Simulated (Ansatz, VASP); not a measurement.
Two plane-wave programs on MoW2C4

```
Mo W C
1.0
     0.00000    4.39263    4.39263
     4.39263    0.00000    4.39263
     4.39263    4.39263    0.00000
Mo W C
1 2 4
Direct
  0.00000 0.00000 0.00000
  0.50000 0.50000 0.50000
  0.75000 0.75000 0.75000
  0.87532 0.87532 0.87532
  0.87532 0.87532 0.37403
  0.87532 0.37403 0.87532
  0.37403 0.87532 0.87532
```

Alike in both runs: functional PBE; k mesh 4 × 4 × 4; occupations gaussian, width 0.2 eV; no spin polarisation.

Ansatz relaxed the structure, and its values are those at the end. VASP's run is a single point on that final structure, the one shown.

|  | VASP | Ansatz |
| --- | --- | --- |
| version | VASP 6.6.1 | Ansatz 0.2.0 |
| potentials or method | VASP PAW PBE potentials, release 64 (Mo_sv, W_sv, C), cutoff 600 eV | scalar-relativistic, plane waves, PAW |
| valence electrons in the cell | 58 | 58 |

|  | VASP | Ansatz | Ansatz less VASP |
| --- | --- | --- | --- |
| gap on the k mesh at the Fermi level (eV) | none | none | - |
| pressure (GPa) | 0.2 | 0.1 | -0.08 |
| rms of the force components (eV/Å) | 0.024 | 0.002 | -0.0223 |

A gap of «none» marks a metal or a gap that the smearing closes.

Spin-orbit coupling is off throughout.
